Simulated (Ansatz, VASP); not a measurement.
## One calculation of NaF, two programs

The input INCAR:

```
PREC = Accurate ; ENCUT = 520
EDIFF = 1E-6 ; ISMEAR = 0
SIGMA = 0.05 ; LREAL = F
LASPH = T ; NELM = 80
ALGO = Normal ; ISIF = 2
LWAVE = F ; LCHARG = F
GGA = PE ; NBANDS = 14
```

File KPOINTS:

```
regular mesh
0
Gamma
  12 12 12
```

File POSCAR:

```
NaF
1.0
    0.0000000000      2.3189093115      2.3189093115
    2.3189093115      0.0000000000      2.3189093115
    2.3189093115      2.3189093115      0.0000000000
Na F
1 1
Direct
    0.0000000000      0.0000000000      0.0000000000
    0.5000000000      0.5000000000      0.5000000000
```

Input for Ansatz:

```yaml
crystal:
  lattice:
    - [0.0, 2.3189093115, 2.3189093115]
    - [2.3189093115, 0.0, 2.3189093115]
    - [2.3189093115, 2.3189093115, 0.0]
  atoms:
    - { symbol: Na, position: [0.0, 0.0, 0.0] }
    - { symbol: F, position: [0.5, 0.5, 0.5] }
basis:
  ecutwfc: 420
  ecutrho_ratio: 4
kpoints:
  mp_grid: { grid: [12, 12, 12] }
hamiltonian:
  xc: pbe
scf:
  occupations: { method: gaussian, width: 0.05 }
output:
  forces: true
  stress: true
  eigenvalues: true
```

Alike in both runs: task single point; functional PBE; k mesh 12 × 12 × 12; occupations gaussian, width 0.05 eV; no spin polarisation.

|  | VASP | Ansatz |
| --- | --- | --- |
| version | VASP 6.6.1 | Ansatz 0.2.0 |
| potentials or method | VASP PAW PBE potentials, release 64 (Na_pv, F), cutoff 520 eV | scalar-relativistic, plane waves, PAW |
| valence electrons in the cell | 14 | 16 |

Ansatz gave:

| Item | Value |
| --- | --- |
| gap on the k mesh at the Fermi level (eV) | 6.30 |
| least direct gap on the mesh (eV) | 6.30 |
| pressure (GPa) | 2.0 |

Q: What did VASP give for the same quantities?

A: gap on the k mesh at the Fermi level (eV): 6.29; least direct gap on the mesh (eV): 6.29; pressure (GPa): 1.9.

VASP's potentials hold 14 valence electrons a cell and Ansatz's 16, so a difference there can come from the potentials and not from the codes.
